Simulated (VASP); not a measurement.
# Au (Fm-3m) in VASP: further runs

Au is run at these levels: PBEsol; tasks: single point, relaxation of cell and atoms.

Everything below comes from runs of VASP 6.6.1. Logs are shortened: lines on timing, memory, paths and dates and some standing lists are left out, and cuts for length are marked.

### Step 1. The cell of the first run

It takes space group Fm-3m (No. 225, cubic). Conventional cell: a = 4.084 Å, b = 4.084 Å, c = 4.084 Å, α = 90.00°, β = 90.00°, γ = 90.00°. Au (site symmetry m-3m) has 12 Au at 2.89 Å within 3.8 Å.

### Step 2. Single point, PBEsol

Input file INCAR:

```
SYSTEM = Au
PREC = Accurate
ENCUT = 520
EDIFF = 1E-6
ISMEAR = 0
SIGMA = 0.1
LREAL = .False.
LASPH = .True.
NELM = 100
ALGO = Normal
ISIF = 2
LWAVE = .False.
LCHARG = .True.
GGA = PS
LELF = .True.
LVHAR = .True.
NBANDS = 12
```

Input file KPOINTS:

```
regular mesh
0
Gamma
  18 18 18
  0 0 0
```

Input file POSCAR:

```
Au
1.0
    0.0000000000      2.0419343853      2.0419343853
    2.0419343853      0.0000000000      2.0419343853
    2.0419343853      2.0419343853      0.0000000000
Au
1
Direct
    0.0000000000      0.0000000000      0.0000000000
```

Potentials or basis: VASP PAW PBE potentials, release 64 (Au).

On the command line:

```sh
cat potpaw_PBE.64/Au/POTCAR > POTCAR
mpirun -np 1 vasp_std > vasp.out
```

OUTCAR:

```text
SYSTEM = Au
   PREC = Accurate
   ENCUT = 520
   EDIFF = 1E-6
   ISMEAR = 0
   LREAL = .False.
   LASPH = .True.
   NELM = 100
   ISIF = 2
   GGA = PS

 ion  position               nearest neighbor table
   1  0.000  0.000  0.000-

  LATTYP: Found a face centered cubic cell.
 ALAT       =     4.0838687706

  Lattice vectors:

 A1 = (   0.0000000000,   2.0419343853,   2.0419343853)
 A2 = (   2.0419343853,   0.0000000000,   2.0419343853)
 A3 = (   2.0419343853,   2.0419343853,   0.0000000000)

Analysis of symmetry for initial positions (statically):
=====================================================================
 Subroutine PRICEL returns:
 Original cell was already a primitive cell.

 Routine SETGRP: Setting up the symmetry group for a
 face centered cubic supercell.

 Subroutine GETGRP returns: Found 48 space group operations
 (whereof 48 operations were pure point group operations)
 out of a pool of 48 trial point group operations.

The static configuration has the point symmetry O_h .

Analysis of symmetry for dynamics (positions and initial velocities):
=====================================================================
 Subroutine PRICEL returns:
 Original cell was already a primitive cell.

 Routine SETGRP: Setting up the symmetry group for a
 face centered cubic supercell.

 Subroutine GETGRP returns: Found 48 space group operations
 (whereof 48 operations were pure point group operations)
 out of a pool of 48 trial point group operations.

The dynamic configuration has the point symmetry O_h .

 Subroutine INISYM returns: Found 48 space group operations
 (whereof 48 operations are pure point group operations),
 and found     1 'primitive' translations

----------------------------------------------------------------------------------------

                                     Primitive cell

  volume of cell :      17.0277

  direct lattice vectors                    reciprocal lattice vectors
     0.000000000  2.041934385  2.041934385    -0.244865851  0.244865851  0.244865851
     2.041934385  0.000000000  2.041934385     0.244865851 -0.244865851  0.244865851
     2.041934385  2.041934385  0.000000000     0.244865851  0.244865851 -0.244865851

  length of vectors
     2.887731301  2.887731301  2.887731301     0.424120094  0.424120094  0.424120094

  position of ions in fractional coordinates (direct lattice)
     0.000000000  0.000000000  0.000000000

  ion indices of the primitive-cell ions
   primitive index   ion index
                 1           1

----------------------------------------------------------------------------------------

 KPOINTS: regular mesh

Automatic generation of k-mesh.
 Grid dimensions read from file:
 generate k-points for:   18   18   18

 Generating k-lattice:

  Cartesian coordinates                     Fractional coordinates (reciprocal lattice)
    -0.013603658  0.013603658  0.013603658     0.055555556  0.000000000  0.000000000
     0.013603658 -0.013603658  0.013603658     0.000000000  0.055555556  0.000000000
     0.013603658  0.013603658 -0.013603658     0.000000000  0.000000000  0.055555556

  Length of vectors
     0.023562227  0.023562227  0.023562227

  Shift w.r.t. Gamma in fractional coordinates (k-lattice)
     0.000000000  0.000000000  0.000000000

 Subroutine IBZKPT returns following result:
 ===========================================

 Found    195 irreducible k-points:

 Following reciprocal coordinates:
            Coordinates               Weight
  0.000000  0.000000  0.000000      1.000000
  0.055556  0.000000  0.000000      8.000000
  0.111111  0.000000  0.000000      8.000000
  0.166667  0.000000  0.000000      8.000000
  0.222222  0.000000  0.000000      8.000000
  0.277778  0.000000  0.000000      8.000000
[... 16 lines left out ...]
 -0.277778  0.055556  0.000000     24.000000
 -0.222222  0.055556  0.000000     24.000000
 [... further k-points ...]
   k-points           NKPTS =    195   k-points in BZ     NKDIM =    195   number of bands    NBANDS=     12
   number of dos      NEDOS =    301   number of ions     NIONS =      1
   total plane-waves  NPLWV =  13824
   dimension x,y,z NGX =    24 NGY =   24 NGZ =   24
   dimension x,y,z NGXF=    48 NGYF=   48 NGZF=   48
   ions per type =               1
   NGX,Y,Z   is equivalent  to a cutoff of  13.82, 13.82, 13.82 a.u.
   NGXF,Y,Z  is equivalent  to a cutoff of  27.63, 27.63, 27.63 a.u.
 SYSTEM =  Au
   PREC   = accura    normal or accurate (medium, high low for compatibility)
   ISTART =      0    job   : 0-new  1-cont  2-samecut
   ICHARG =      2    charge: 1-file 2-atom 10-const
   ISPIN  =      1    spin polarized calculation?
   LNONCOLLINEAR =      F non collinear calculations
   LSORBIT =      F    spin-orbit coupling
   LASPH  =      T    aspherical Exc in radial PAW
   ENCUT  =  520.0 eV  38.22 Ry    6.18 a.u.   5.37  5.37  5.37*2*pi/ulx,y,z
   NELM   =    100;   NELMIN=  2; NELMDL= -5     # of ELM steps
   EDIFF  = 0.1E-05   stopping-criterion for ELM
   LREAL  =      F    real-space projection
   EDIFFG = 0.1E-04   stopping-criterion for IOM
   NSW    =      0    number of steps for IOM
   IBRION =     -1    ionic relax: 0-MD 1-quasi-New 2-CG
   NFREE  =      0    steps in history (QN), initial steepest desc. (CG)
   ISIF   =      2    stress and relaxation
   ISYM   =      2    0-nonsym 1-usesym 2-fastsym
   POTIM  = 0.5000    time-step for ionic-motion
   TEBEG  =    0.0;   TEEND  =   0.0 temperature during run
   PSTRESS=    0.0 pullay stress
   NELECT =      11.0000    total number of electrons
   NUPDOWN=      -1.0000    fix difference up-down
   EMIN   =  10.00;   EMAX   =-10.00  energy-range for DOS
   EFERMI =   0.00;   METHOD = LEGACY
   ISMEAR =     0;   SIGMA  =   0.10  broadening in eV -4-tet -1-fermi 0-gaus
   EFERMI_NEDOS =   21; number of points for ismear=-14 and -15
   IALGO  =     38    algorithm
   IMIX   =      4    mixing-type and parameters
     AMIX     =   0.40;   BMIX     =  1.00
     AMIX_MAG =   1.60;   BMIX_MAG =  1.00
  volume/ion in A,a.u.               =      17.03       114.91
  Fermi-wavevector in a.u.,A,eV,Ry     =   1.415209  2.674357 27.249977  2.002817
  Thomas-Fermi vector in A             =   2.536671
   LORBIT       =      0    0 simple, 1 ext, 2 COOP (PROOUT), +10 PAW based schemes
   GGA     = PS    functional components
   LHFCALC =     F    Hartree Fock is set to
   AEXX    =    0.0000 exact exchange contribution
   IVDW    =     0    specifies the selected vdW correction
   LEPSILON=     F    determine dielectric tensor
   LRPA    =     F    only Hartree local field effects (RPA)
 non-spin polarized calculation
 Gauss-broadening in eV      SIGMA  =   0.10
  energy-cutoff  :      520.00
  volume of cell :       17.03
 maximum number of plane-waves:       473
 NGX is ok and might be reduce to    24
   NGX = 11   NGY = 11   NGZ = 11

 number of electron      11.0000000 magnetization

 Free energy of the ion-electron system (eV)
  ---------------------------------------------------
  ext. energy  EPLUGINS =         0.00000000
  ---------------------------------------------------
  free energy    TOTEN  =        -3.92508229 eV

  energy without entropy =       -3.92366114  energy(sigma->0) =       -3.92437172

 E-fermi :   9.2618     XC(G=0): -12.8893

 val. band max:        9.2596369564   @ k =   0.5000   0.1667   0.0556
 cond. band min:       9.2666097146   @ k =   0.5000   0.2778   0.1111
 fundamental gap:      0.0069727582
 Fermi energy:         9.2617961657

 k-point     1 :       0.0000    0.0000    0.0000
  band No.  band energies     occupation
      1      -0.6375      2.00000
      2       4.6101      2.00000
      3       4.6101      2.00000
      4       4.6101      2.00000
      5       6.1425      2.00000
      6       6.1425      2.00000
      7      23.7907      0.00000
      8      27.7900      0.00000
      9      27.7900      0.00000
     10      27.7900      0.00000
     11      32.6588      0.00000
     12      37.3321      0.00000

 k-point     2 :       0.0556    0.0000    0.0000
  band No.  band energies     occupation
      1      -0.5295      2.00000
      2       4.5739      2.00000
      3       4.6478      2.00000
      4       4.6478      2.00000
      5       6.1251      2.00000
      6       6.1251      2.00000
      7      23.9202      0.00000
      8      27.0722      0.00000
      9      27.9193      0.00000
     10      27.9193      0.00000
     11      33.2762      0.00000
     12      35.9864      0.00000

 k-point     3 :       0.1111    0.0000    0.0000
  band No.  band energies     occupation
      1      -0.2138      2.00000
      2       4.4819      2.00000
      3       4.7462      2.00000
      4       4.7462      2.00000
      5       6.0895      2.00000
      6       6.0895      2.00000
      7      24.2138      0.00000
      8      25.5923      0.00000
      9      28.2847      0.00000
     10      28.2847      0.00000
     11      33.0540      0.00000
     12      35.3517      0.00000
[... 286 lines left out ...]
 k-point    23 :      -0.2778    0.0556    0.0000
  band No.  band energies     occupation
      1       1.6706      2.00000
      2       4.6352      2.00000
      3       4.8639      2.00000
      4       4.8821      2.00000
      5       6.3282      2.00000
      6       6.8611      2.00000
      7      18.6549      0.00000
      8      24.4854      0.00000
      9      27.2014      0.00000
     10      29.8238      0.00000
     11      30.8599      0.00000
     12      32.3549      0.00000

 k-point    24 :      -0.2222    0.0556    0.0000
  band No.  band energies     occupation
      1       1.1663      2.00000
      2       4.3325      2.00000
      3       4.9168      2.00000
      4       4.9560      2.00000
      5       6.0445      2.00000
      6       6.5291      2.00000
      7      20.8445      0.00000
      8      24.8780      0.00000
      9      27.8080      0.00000
     10      30.0810      0.00000
     11      30.6880      0.00000
     12      32.1288      0.00000

 [... further k-points ...]
[... 5 lines left out ...]
  --------------------------------------------------------------------------------------
  -------------------------------------------------------------------------------------
  Total       -0.0334787     -0.0334787     -0.0334787     -0.0000000      0.0000000      0.0000000
  in kB       -3.1501007     -3.1501007     -3.1501007     -0.0000000      0.0000000      0.0000000
  external PRESSURE =      -3.1501007 kB  Pullay stress =       0.0000000 kB

 VOLUME and BASIS-vectors are now :
 -----------------------------------------------------------------------------
  energy-cutoff  :      520.00
  volume of cell :       17.03
      direct lattice vectors                 reciprocal lattice vectors
     0.000000000  2.041934385  2.041934385    -0.244865851  0.244865851  0.244865851
     2.041934385  0.000000000  2.041934385     0.244865851 -0.244865851  0.244865851
     2.041934385  2.041934385  0.000000000     0.244865851  0.244865851 -0.244865851

 POSITION                                       TOTAL-FORCE (eV/Angst)
 -----------------------------------------------------------------------------------
      0.00000      0.00000      0.00000         0.000000      0.000000      0.000000
 -----------------------------------------------------------------------------------
    total drift:                               -0.000000      0.000000     -0.000000

  FREE ENERGIE OF THE ION-ELECTRON SYSTEM (eV)
  ---------------------------------------------------
  free  energy   TOTEN  =        -3.9250822912 eV

  energy  without entropy=       -3.9236611449  energy(sigma->0) =       -3.92437172
```

Run time: 11 s. Hardware: 1 thread of Intel Xeon 6975P-C (Granite Rapids), shared host; peak memory 0.17 GiB.

What came out:

```
Free energy : -3.9251 eV
Pressure    : -0.3 GPa
```

Caveat: the PAW data sets were made with another functional, which shifts forces and pressure a little; spin-orbit coupling is left out, which moves the levels of the heavy elements.

### Step 3. Relaxation of cell and atoms, PBEsol

This run uses another cell than the first one, of 17.12 Å³/atom, 1.005 times its volume.

Input file INCAR:

```
PREC = Accurate ; ENCUT = 600
EDIFF = 1E-6 ; ISMEAR = 0
SIGMA = 0.1 ; LREAL = False
LASPH = True ; NELM = 100
ALGO = Normal ; ISIF = 3
LWAVE = False ; LCHARG = False
GGA = PS ; IBRION = 2
NSW = 100 ; EDIFFG = -0.005
```

Input file KPOINTS:

```
regular mesh
0
Gamma
  18 18 18
```

Input file POSCAR:

```
Au
1.0
    0.0000000000      2.0455000000      2.0455000000
    2.0455000000      0.0000000000      2.0455000000
    2.0455000000      2.0455000000      0.0000000000
Au
1
Direct
    0.0000000000      0.0000000000      0.0000000000
```

Potentials or basis: VASP PAW PBE potentials, release 64 (Au).

On the command line:

```sh
cat potpaw_PBE.64/Au/POTCAR > POTCAR
mpirun -np 1 vasp_std > vasp.out
```

OUTCAR:

```text
PREC = Accurate
   ENCUT = 600
   EDIFF = 1E-6
   ISMEAR = 0
   LREAL = False
   LASPH = True
   NELM = 100
   ISIF = 3
   GGA = PS
   IBRION = 2
   NSW = 100
   EDIFFG = -0.005

 ion  position               nearest neighbor table
   1  0.000  0.000  0.000-

  LATTYP: Found a face centered cubic cell.
 ALAT       =     4.0910000000

  Lattice vectors:

 A1 = (   0.0000000000,   2.0455000000,   2.0455000000)
 A2 = (   2.0455000000,   0.0000000000,   2.0455000000)
 A3 = (   2.0455000000,   2.0455000000,   0.0000000000)

Analysis of symmetry for initial positions (statically):
=====================================================================
 Subroutine PRICEL returns:
 Original cell was already a primitive cell.

 Routine SETGRP: Setting up the symmetry group for a
 face centered cubic supercell.

 Subroutine GETGRP returns: Found 48 space group operations
 (whereof 48 operations were pure point group operations)
 out of a pool of 48 trial point group operations.

The static configuration has the point symmetry O_h .
[... 166 lines left out ...]
  --------------------------------------------------------------------------------------
  -------------------------------------------------------------------------------------
  Total       -0.1191947     -0.1191947     -0.1191947     -0.0000000      0.0000000     -0.0000000
  in kB      -11.1567852    -11.1567852    -11.1567852     -0.0000000      0.0000000     -0.0000000
  external PRESSURE =     -11.1567852 kB  Pullay stress =       0.0000000 kB
[... 57 lines left out ...]
--------------------------------------- Ionic step        3  -------------------------------------------

 number of electron      11.0000000 magnetization

 Free energy of the ion-electron system (eV)
  ---------------------------------------------------
  ext. energy  EPLUGINS =         0.00000000
  ---------------------------------------------------
  free energy    TOTEN  =        -3.92500319 eV

  energy without entropy =       -3.92357893  energy(sigma->0) =       -3.92429106

 E-fermi :   9.2834     XC(G=0): -12.8966

 val. band max:        9.2807472485   @ k =   0.5000   0.1667   0.0556
 cond. band min:       9.2887452798   @ k =   0.5000   0.2778   0.1111
 fundamental gap:      0.0079980313
 Fermi energy:         9.2834441384

 k-point     1 :       0.0000    0.0000    0.0000
  band No.  band energies     occupation
      1      -0.6297      2.00000
      2       4.6242      2.00000
      3       4.6242      2.00000
      4       4.6242      2.00000
      5       6.1600      2.00000
      6       6.1600      2.00000
      7      23.8098      0.00000
      8      27.8165      0.00000
      9      27.8165      0.00000
[... 265 lines left out ...]
 k-point    24 :      -0.2222    0.0556    0.0000
  band No.  band energies     occupation
      1       1.1759      2.00000
      2       4.3457      2.00000
      3       4.9315      2.00000
      4       4.9707      2.00000
      5       6.0616      2.00000
      6       6.5473      2.00000
      7      20.8740      0.00000
      8      24.9013      0.00000
      9      27.8420      0.00000

 [... further k-points ...]
[... 5 lines left out ...]
  --------------------------------------------------------------------------------------
  -------------------------------------------------------------------------------------
  Total        0.0019056      0.0019056      0.0019056     -0.0000000     -0.0000000      0.0000000
  in kB        0.1795248      0.1795248      0.1795248     -0.0000000     -0.0000000      0.0000000
  external PRESSURE =       0.1795248 kB  Pullay stress =       0.0000000 kB
[... 16 lines left out ...]
  FREE ENERGIE OF THE ION-ELECTRON SYSTEM (eV)
  ---------------------------------------------------
  free  energy   TOTEN  =        -3.9250031924 eV

  energy  without entropy=       -3.9235789283  energy(sigma->0) =       -3.92429106

 reached required accuracy - stopping structural energy minimisation
```

Run time: 17 s. Hardware: 1 thread of Intel Xeon 6975P-C (Granite Rapids), shared host; peak memory 0.17 GiB.

What came out:

| Property | Result |
| --- | --- |
| Free energy | -3.9250 eV |
| Relaxed volume | 17.01 Å³/atom |
| Relaxed cell | a = 2.887 Å, b = 2.887 Å, c = 2.887 Å, α = 60.00°, β = 60.00°, γ = 60.00° |
| Space group after relaxing (to 0.05 Å) | Fm-3m (No. 225) |
| Energy gained by relaxing | 0.4 meV/atom |
| Ionic steps | 3 |
| Pressure after relaxing | 0.0 GPa |

The path:
| step | energy change (eV) | largest force (eV/Å) | pressure (GPa) | volume (Å³) |
| --- | --- | --- | --- | --- |
| 1 | 0.0000 | 0.0000 | -1.12 | 17.12 |
| 2 | 0.0007 | 0.0000 | 1.96 | 16.82 |
| 3 | -0.0004 | 0.0000 | 0.02 | 17.01 |

Final structure:
```
CELL_PARAMETERS angstrom
0.00000 2.04108 2.04108
2.04108 0.00000 2.04108
2.04108 2.04108 0.00000
ATOMIC_POSITIONS crystal
Au 0.00000 0.00000 0.00000
```

Caveat: the PAW data sets were made with another functional, which shifts forces and pressure a little; spin-orbit coupling is left out, which moves the levels of the heavy elements.

[end of part 1 of 2]
